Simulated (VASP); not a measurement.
# BiTe2N (I4/mmm) in VASP: notebook

The runs below take BiTe2N through single point, relaxation of cell and atoms, with PBE.

Everything below comes from runs of VASP 6.6.1. Logs are shortened: lines on timing, memory, paths and dates and some standing lists are left out, and cuts for length are marked.

**1. The cell of the first run**

Symmetry: I4/mmm, No. 139, tetragonal system. Conventional cell: a = 5.856 Å, b = 5.856 Å, c = 5.837 Å, α = 90.00°, β = 90.00°, γ = 90.00°. Bi (site symmetry 4/mmm) has 2 N at 2.92 Å and 8 Te at 3.27 Å within 3.8 Å. Within 3.8 Å of Te (site symmetry -4m2) lie 2 Te at 2.92 Å and 4 Bi at 3.27 Å and 4 N at 3.27 Å. N (site symmetry 4/mmm) has 2 Bi at 2.92 Å and 8 Te at 3.27 Å within 3.8 Å.

**2. Single point, PBE**

The input, INCAR:

```
PREC = Accurate
ENCUT = 520
EDIFF = 1E-6
ISMEAR = 0
SIGMA = 0.1
LREAL = False
LASPH = True
NELM = 100
ALGO = Normal
ISIF = 2
LWAVE = False
LCHARG = True
GGA = PE
LELF = True
LVHAR = True
NBANDS = 24
```

The input, KPOINTS:

```
Automatic mesh
0
Gamma
  4 4 4
```

The input, POSCAR:

```
BiTe2N
1.0
   -2.9280146443      2.9280146443      2.9184698777
    2.9280146443     -2.9280146443      2.9184698777
    2.9280146443      2.9280146443     -2.9184698777
Bi Te N
1 2 1
Direct
    0.5000000000      0.5000000000      0.0000000000
    0.7500000000      0.2500000000      0.5000000000
    0.2500000000      0.7500000000      0.5000000000
    0.0000000000      0.0000000000      0.0000000000
```

Potentials or basis: VASP PAW PBE potentials, release 64 (Bi_d, Te, N).

Launch:

```console
> cat potpaw_PBE.64/Bi_d/POTCAR potpaw_PBE.64/Te/POTCAR potpaw_PBE.64/N/POTCAR > POTCAR
> mpirun -np 1 vasp_std > vasp.out
```

OUTCAR:

```text
PREC = Accurate
   ENCUT = 520
   EDIFF = 1E-6
   ISMEAR = 0
   LREAL = False
   LASPH = True
   NELM = 100
   ISIF = 2
   GGA = PE

 ion  position               nearest neighbor table
   1  0.500  0.500  0.000-   3 3.27   2 3.27   2 3.27   3 3.27   2 3.27   3 3.27   3 3.27   2 3.27

   2  0.750  0.250  0.500-   3 2.92   3 2.92   1 3.27   1 3.27   1 3.27   1 3.27
   3  0.250  0.750  0.500-   2 2.92   2 2.92   1 3.27   1 3.27   1 3.27   1 3.27
   4  0.000  0.000  0.000-

  LATTYP: Found a body centered tetragonal cell.
 ALAT       =     5.8560292886
 C/A-ratio  =     0.9967401916

  Lattice vectors:

 A1 = (  -2.9280146443,   2.9280146443,   2.9184698777)
 A2 = (   2.9280146443,  -2.9280146443,   2.9184698777)
 A3 = (   2.9280146443,   2.9280146443,  -2.9184698777)

Analysis of symmetry for initial positions (statically):
=====================================================================
 Subroutine PRICEL returns:
 Original cell was already a primitive cell.

 Routine SETGRP: Setting up the symmetry group for a
 body centered tetragonal supercell.

 Subroutine GETGRP returns: Found 16 space group operations
 (whereof 16 operations were pure point group operations)
 out of a pool of 16 trial point group operations.

The static configuration has the point symmetry D_4h.

Analysis of symmetry for dynamics (positions and initial velocities):
=====================================================================
 Subroutine PRICEL returns:
 Original cell was already a primitive cell.

 Routine SETGRP: Setting up the symmetry group for a
 body centered tetragonal supercell.

 Subroutine GETGRP returns: Found 16 space group operations
 (whereof 16 operations were pure point group operations)
 out of a pool of 16 trial point group operations.

The dynamic configuration has the point symmetry D_4h.

 Subroutine INISYM returns: Found 16 space group operations
 (whereof 16 operations are pure point group operations),
 and found     1 'primitive' translations

----------------------------------------------------------------------------------------

                                     Primitive cell

  volume of cell :     100.0833

  direct lattice vectors                    reciprocal lattice vectors
    -2.928014644  2.928014644  2.918469878     0.000000000  0.170764173  0.171322652
     2.928014644 -2.928014644  2.918469878     0.170764173  0.000000000  0.171322652
     2.928014644  2.928014644 -2.918469878     0.170764173  0.170764173  0.000000000

  length of vectors
     5.065965450  5.065965450  5.065965450     0.241892236  0.241892236  0.241497010

  position of ions in fractional coordinates (direct lattice)
     0.500000000  0.500000000  0.000000000
     0.750000000  0.250000000  0.500000000
     0.250000000  0.750000000  0.500000000
     0.000000000  0.000000000  0.000000000

  ion indices of the primitive-cell ions
   primitive index   ion index
                 1           1
                 2           2
                 3           3
                 4           4

----------------------------------------------------------------------------------------

 KPOINTS: Automatic mesh

Automatic generation of k-mesh.
 Grid dimensions read from file:
 generate k-points for:    4    4    4

 Generating k-lattice:

  Cartesian coordinates                     Fractional coordinates (reciprocal lattice)
     0.000000000  0.042691043  0.042830663     0.250000000  0.000000000  0.000000000
     0.042691043  0.000000000  0.042830663     0.000000000  0.250000000  0.000000000
     0.042691043  0.042691043  0.000000000     0.000000000  0.000000000  0.250000000

  Length of vectors
     0.060473059  0.060473059  0.060374252

  Shift w.r.t. Gamma in fractional coordinates (k-lattice)
     0.000000000  0.000000000  0.000000000

 Subroutine IBZKPT returns following result:
 ===========================================

 Found     13 irreducible k-points:

 Following reciprocal coordinates:
            Coordinates               Weight
  0.000000  0.000000  0.000000      1.000000
  0.250000  0.000000 -0.000000      8.000000
  0.500000  0.000000 -0.000000      4.000000
  0.250000  0.250000 -0.000000      8.000000
  0.500000  0.250000 -0.000000     16.000000
 -0.250000  0.250000  0.000000      4.000000
  0.500000  0.500000 -0.000000      2.000000
  0.250000  0.250000  0.250000      2.000000
 -0.250000  0.250000  0.250000      4.000000
  0.500000  0.500000  0.250000      4.000000
 -0.250000  0.500000  0.250000      8.000000
 -0.250000 -0.250000  0.250000      2.000000
  0.500000  0.500000  0.500000      1.000000
   k-points           NKPTS =     13   k-points in BZ     NKDIM =     13   number of bands    NBANDS=     24
   number of dos      NEDOS =    301   number of ions     NIONS =      4
   total plane-waves  NPLWV =  64000
   dimension x,y,z NGX =    40 NGY =   40 NGZ =   40
   dimension x,y,z NGXF=    80 NGYF=   80 NGZF=   80
   ions per type =               1   2   1
   NGX,Y,Z   is equivalent  to a cutoff of  13.13, 13.13, 13.13 a.u.
   NGXF,Y,Z  is equivalent  to a cutoff of  26.25, 26.25, 26.25 a.u.
 SYSTEM =  unknown system
   PREC   = accura    normal or accurate (medium, high low for compatibility)
   ISTART =      0    job   : 0-new  1-cont  2-samecut
   ICHARG =      2    charge: 1-file 2-atom 10-const
   ISPIN  =      1    spin polarized calculation?
   LNONCOLLINEAR =      F non collinear calculations
   LSORBIT =      F    spin-orbit coupling
   LASPH  =      T    aspherical Exc in radial PAW
   ENCUT  =  520.0 eV  38.22 Ry    6.18 a.u.   9.42  9.42  9.42*2*pi/ulx,y,z
   NELM   =    100;   NELMIN=  2; NELMDL= -5     # of ELM steps
   EDIFF  = 0.1E-05   stopping-criterion for ELM
   LREAL  =      F    real-space projection
   EDIFFG = 0.1E-04   stopping-criterion for IOM
   NSW    =      0    number of steps for IOM
   IBRION =     -1    ionic relax: 0-MD 1-quasi-New 2-CG
   NFREE  =      0    steps in history (QN), initial steepest desc. (CG)
   ISIF   =      2    stress and relaxation
   ISYM   =      2    0-nonsym 1-usesym 2-fastsym
   POTIM  = 0.5000    time-step for ionic-motion
   TEBEG  =    0.0;   TEEND  =   0.0 temperature during run
   PSTRESS=    0.0 pullay stress
   NELECT =      32.0000    total number of electrons
   NUPDOWN=      -1.0000    fix difference up-down
   EMIN   =  10.00;   EMAX   =-10.00  energy-range for DOS
   EFERMI =   0.00;   METHOD = LEGACY
   ISMEAR =     0;   SIGMA  =   0.10  broadening in eV -4-tet -1-fermi 0-gaus
   EFERMI_NEDOS =   21; number of points for ismear=-14 and -15
   IALGO  =     38    algorithm
   IMIX   =      4    mixing-type and parameters
     AMIX     =   0.40;   BMIX     =  1.00
     AMIX_MAG =   1.60;   BMIX_MAG =  1.00
  volume/ion in A,a.u.               =      25.02       168.85
  Fermi-wavevector in a.u.,A,eV,Ry     =   1.119449  2.115452 17.050355  1.253166
  Thomas-Fermi vector in A             =   2.256088
   LORBIT       =      0    0 simple, 1 ext, 2 COOP (PROOUT), +10 PAW based schemes
   GGA     = PE    functional components
   LHFCALC =     F    Hartree Fock is set to
   AEXX    =    0.0000 exact exchange contribution
   IVDW    =     0    specifies the selected vdW correction
   LEPSILON=     F    determine dielectric tensor
   LRPA    =     F    only Hartree local field effects (RPA)
 non-spin polarized calculation
 Gauss-broadening in eV      SIGMA  =   0.10
  energy-cutoff  :      520.00
  volume of cell :      100.08
 maximum number of plane-waves:      2723
 NGX is ok and might be reduce to    40
   NGX = 19   NGY = 19   NGZ = 19

 number of electron      31.9999999 magnetization

 Free energy of the ion-electron system (eV)
  ---------------------------------------------------
  ext. energy  EPLUGINS =         0.00000000
  ---------------------------------------------------
  free energy    TOTEN  =       -13.37458325 eV

  energy without entropy =      -13.35493583  energy(sigma->0) =      -13.36475954

 E-fermi :   6.9516     XC(G=0): -10.0503

 val. band max:        6.9314639361   @ k =   0.5000   0.5000   0.5000
 cond. band min:       6.9903196438   @ k =   0.5000   0.5000   0.2500
 fundamental gap:      0.0588557076
 Fermi energy:         6.9515925095

 k-point     1 :       0.0000    0.0000    0.0000
  band No.  band energies     occupation
      1     -16.4815      2.00000
      2     -16.4692      2.00000
      3     -16.4274      2.00000
      4     -16.4274      2.00000
      5     -16.3904      2.00000
      6      -7.3548      2.00000
[... 16 lines left out ...]
     23      13.6625      0.00000
     24      15.7631      0.00000

 k-point     2 :       0.2500    0.0000   -0.0000
  band No.  band energies     occupation
      1     -16.4825      2.00000
      2     -16.4687      2.00000
      3     -16.4270      2.00000
      4     -16.4266      2.00000
      5     -16.3899      2.00000
      6      -6.8818      2.00000
[... 16 lines left out ...]
     23      14.1752      0.00000
     24      15.3514      0.00000

 k-point     3 :       0.5000    0.0000   -0.0000
  band No.  band energies     occupation
      1     -16.4835      2.00000
      2     -16.4681      2.00000
      3     -16.4265      2.00000
      4     -16.4258      2.00000
      5     -16.3894      2.00000
      6      -5.5827      2.00000
[... 16 lines left out ...]
     23      14.1365      0.00000
     24      15.2912      0.00000
[... 217 lines left out ...]
 k-point    12 :      -0.2500   -0.2500    0.2500
  band No.  band energies     occupation
      1     -16.4851      2.00000
      2     -16.4679      2.00000
      3     -16.4259      2.00000
      4     -16.4259      2.00000
      5     -16.3898      2.00000
      6      -6.3343      2.00000
[... 16 lines left out ...]
     23      15.9192      0.00000
     24      15.9832      0.00000

 k-point    13 :       0.5000    0.5000    0.5000
  band No.  band energies     occupation
      1     -16.4890      2.00000
      2     -16.4666      2.00000
      3     -16.4241      2.00000
      4     -16.4241      2.00000
      5     -16.3920      2.00000
      6      -5.3901      2.00000
[... 16 lines left out ...]
     23      14.5037      0.00000
     24      15.2719      0.00000

------------------------ aborting loop because EDIFF is reached ----------------------------------------

  FORCE on cell =-STRESS in cart. coord.  units (eV):
  Direction    XX          YY          ZZ          XY          YZ          ZX
  --------------------------------------------------------------------------------------
  -------------------------------------------------------------------------------------
  Total       -0.1737392     -0.1737392      0.0340620      0.0000000     -0.0000000      0.0000000
  in kB       -2.7812932     -2.7812932      0.5452793      0.0000000     -0.0000000      0.0000000
  external PRESSURE =      -1.6724357 kB  Pullay stress =       0.0000000 kB

 VOLUME and BASIS-vectors are now :
 -----------------------------------------------------------------------------
  energy-cutoff  :      520.00
  volume of cell :      100.08
      direct lattice vectors                 reciprocal lattice vectors
    -2.928014644  2.928014644  2.918469878     0.000000000  0.170764173  0.171322652
     2.928014644 -2.928014644  2.918469878     0.170764173  0.000000000  0.171322652
     2.928014644  2.928014644 -2.918469878     0.170764173  0.170764173  0.000000000

 POSITION                                       TOTAL-FORCE (eV/Angst)
 -----------------------------------------------------------------------------------
      0.00000      0.00000      2.91847         0.000000      0.000000     -0.000000
     -0.00000      2.92801      1.45923        -0.000000      0.000000     -0.000000
      2.92801     -0.00000      1.45923         0.000000     -0.000000      0.000000
      0.00000      0.00000      0.00000         0.000000      0.000000     -0.000000
 -----------------------------------------------------------------------------------
    total drift:                               -0.000000     -0.000000      0.000000

  FREE ENERGIE OF THE ION-ELECTRON SYSTEM (eV)
  ---------------------------------------------------
  free  energy   TOTEN  =       -13.3745832530 eV

  energy  without entropy=      -13.3549358304  energy(sigma->0) =      -13.36475954
```

It took 19 s on 1 thread of Intel Xeon 6975P-C (Granite Rapids), shared host; peak memory 0.25 GiB.

What came out:

| Property | Result |
| --- | --- |
| Free energy | -13.3746 eV |
| Pressure | -0.2 GPa |
| Band gap on the k mesh | zero (band 16 reaches 7.30 eV, above the bottom of band 17 at 5.69 eV) |

Caveat: the k points lie up to 0.38 Å⁻¹ apart; spin-orbit coupling is left out, which moves the levels of the heavy elements.

**3. Single point, PBE**

This run uses another cell than the first one, of 33.32 Å³/atom, 1.332 times its volume.

The input, INCAR:

```
ALGO = Normal ; EDIFF = 1E-6
ENCUT = 520 ; GGA = PE
ISIF = 2 ; ISMEAR = 0
LASPH = True ; LCHARG = True
LELF = True ; LREAL = False
LVHAR = True ; LWAVE = False
NBANDS = 24 ; NELM = 60
PREC = Accurate ; SIGMA = 0.1
```

The input, KPOINTS:

```
k-points
0
Gamma
  4 4 4
```

The input, POSCAR:

```
BiTe2N
1.0
   -3.1184057800      3.1184057800      3.4267037000
    3.1184057800     -3.1184057800      3.4267037000
    3.1184057800      3.1184057800     -3.4267037000
Bi Te N
1 2 1
Direct
    0.5000000000      0.5000000000      0.0000000000
    0.7500000000      0.2500000000      0.5000000000
    0.2500000000      0.7500000000      0.5000000000
    0.0000000000      0.0000000000      0.0000000000
```

Potentials or basis: VASP PAW PBE potentials, release 64 (Bi_d, Te, N).

Launch:

```console
> cat potpaw_PBE.64/Bi_d/POTCAR potpaw_PBE.64/Te/POTCAR potpaw_PBE.64/N/POTCAR > POTCAR
> mpirun -np 1 vasp_std > vasp.out
```

Run time: 45 s. Hardware: 1 thread of Intel Xeon 6975P-C (Granite Rapids), shared host; peak memory 0.27 GiB.

The run converged. Its results:

- Free energy: -11.8948 eV
- Pressure: -9.3 GPa
- Band gap on the k mesh: zero (band 16 reaches 3.85 eV, above the bottom of band 17 at 2.95 eV)

Stress tensor (GPa, compression positive):
```
 -8.23   0.00   0.00
  0.00  -8.23   0.00
  0.00   0.00 -11.41
```

Levels at points of the mesh, in eV from the Fermi level:
| k point | band 13 | band 14 | band 15 | band 16 | band 17 | band 18 | band 19 | band 20 |
| --- | --- | --- | --- | --- | --- | --- | --- | --- |
| (0.00, 0.00, 0.00) | -1.73 | -1.50 | -1.50 | -0.79 | -0.79 | 0.49 | 1.63 | 1.63 |
| (0.50, 0.00, 0.00) | -2.04 | -1.76 | -1.27 | -0.15 | 0.10 | 0.46 | 0.91 | 1.58 |
| (0.50, 0.50, 0.00) | -1.08 | -0.67 | -0.46 | 0.03 | 0.26 | 0.38 | 1.11 | 1.74 |
| (0.50, 0.50, 0.50) | -1.40 | -0.19 | -0.19 | -0.09 | -0.09 | 1.50 | 1.90 | 2.68 |

Caveat: spin-orbit coupling is left out, which moves the levels of the heavy elements.

**4. Relaxation of cell and atoms, PBE**

This run uses another cell than the first one, of 33.32 Å³/atom, 1.332 times its volume.

The input, INCAR:

```
SYSTEM = BiTe2N
  ALGO = Normal
  EDIFF = 1E-7
  EDIFFG = -0.04
  ENCUT = 600
  GGA = PE
  IBRION = 2
  ISIF = 3
  ISMEAR = 0
  LASPH = .True.
  LCHARG = .False.
  LREAL = .False.
  LWAVE = .False.
  NELM = 60
  NSW = 90
  PREC = Accurate
  SIGMA = 0.1
```

The input, KPOINTS:

```
k-points
0
Gamma
  4 4 4
  0 0 0
```

POSCAR is that of step 3.

Launch:

```console
> cat potpaw_PBE.64/Bi_d/POTCAR potpaw_PBE.64/Te/POTCAR potpaw_PBE.64/N/POTCAR > POTCAR
> mpirun -np 1 vasp_std > vasp.out
```

Run time: 4.2 min. Hardware: 1 thread of Intel Xeon 6975P-C (Granite Rapids), shared host; peak memory 0.38 GiB.

Results (log left out):

| Item | Value |
| --- | --- |
| Free energy | -13.3848 eV |
| Relaxed volume | 25.00 Å³/atom |
| Relaxed cell | a = 5.064 Å, b = 5.064 Å, c = 5.064 Å, α = 109.43°, β = 109.43°, γ = 109.55° |
| Space group after relaxing (to 0.05 Å) | I4/mmm (No. 139) |
| Energy gained by relaxing | 372.3 meV/atom |
| Ionic steps | 14 |
| Pressure after relaxing | -0.2 GPa |
| Band gap on the k mesh | zero (band 16 reaches 7.31 eV, above the bottom of band 17 at 5.70 eV) |

Stress tensor (GPa, compression positive):
```
-0.22  0.00  0.00
 0.00 -0.22  0.00
 0.00  0.00 -0.04
```

Step by step:
```csv
step,energy change (eV),largest force (eV/Å),pressure (GPa),volume (Å³)
1,0.0000,0.0000,-9.29,133.29
2,-1.4602,0.0000,-1.11,99.36
3,-1.4671,0.0000,0.00,97.61
4,-1.4664,0.0000,0.43,96.97
5,-1.4677,0.0000,-0.11,97.89
6,-1.4677,0.0000,-0.11,97.88
7,-1.4698,0.0000,-0.15,98.20
8,-1.4796,0.0000,-0.27,99.13
9,-1.4847,0.0000,-0.48,100.94
10,-1.4878,0.0000,-0.39,100.01
11,-1.4885,0.0000,-0.44,100.42
12,-1.4886,0.0000,-0.43,100.29
13,-1.4876,0.0000,0.25,99.55
14,-1.4893,0.0000,-0.16,99.99
```

Final structure:
```xyz
4
Lattice="-2.9255 2.9255 2.9210 2.9255 -2.9255 2.9210 2.9255 2.9255 -2.9210" Properties=species:S:1:pos:R:3 pbc="T T T"
Bi    0.0000    0.0000    2.9210
Te    0.0000    2.9255    1.4605
Te    2.9255    0.0000    1.4605
N     0.0000    0.0000    0.0000
```

Levels at points of the mesh, in eV from the Fermi level:
```csv
k point,band 13,band 14,band 15,band 16,band 17,band 18,band 19,band 20
"(0.00, 0.00, 0.00)",-2.88,-1.84,-1.84,-1.27,-1.27,1.92,1.92,2.09
"(0.50, 0.00, 0.00)",-2.02,-2.02,-1.48,-0.23,-0.03,0.81,0.81,2.18
"(0.50, 0.50, 0.00)",-2.07,-1.11,-1.11,0.26,0.40,0.57,1.10,4.30
"(0.50, 0.50, 0.50)",-2.12,-0.18,-0.18,-0.02,-0.02,3.21,3.72,3.72
```

Caveat: the volume moved by over 15 % at a fixed basis, so the end points are rough; spin-orbit coupling is left out, which moves the levels of the heavy elements.

**5. Summary**

| task | cell | cutoff (eV) | gap on the mesh (eV) | pressure (GPa) |
| --- | --- | --- | --- | --- |
| single point | a = 5.066 Å, angles 109.4, 109.4, 109.6°, 4 atoms | 520 | none | -0.2 |
| single point | a = 5.585 Å, angles 112.1, 112.1, 104.3°, 4 atoms | 520 | none | -9.3 |
| relaxation of cell and atoms | relaxed from a = 5.585 Å, angles 112.1, 112.1, 104.3°, 4 atoms | 600 | none | -0.2 |

Alike in all rows: level PBE; potentials or basis VASP PAW PBE potentials, release 64 (Bi_d, Te, N); no spin polarisation; k mesh 4 × 4 × 4; smearing gaussian 0.1 eV.

Caveats: some runs use coarse meshes; spin-orbit coupling is left out, which moves the levels of the heavy elements; the volume moved by over 15 % at a fixed basis, so the end points are rough (some runs).

Absolute energies hang on the potentials; compare differences alone.
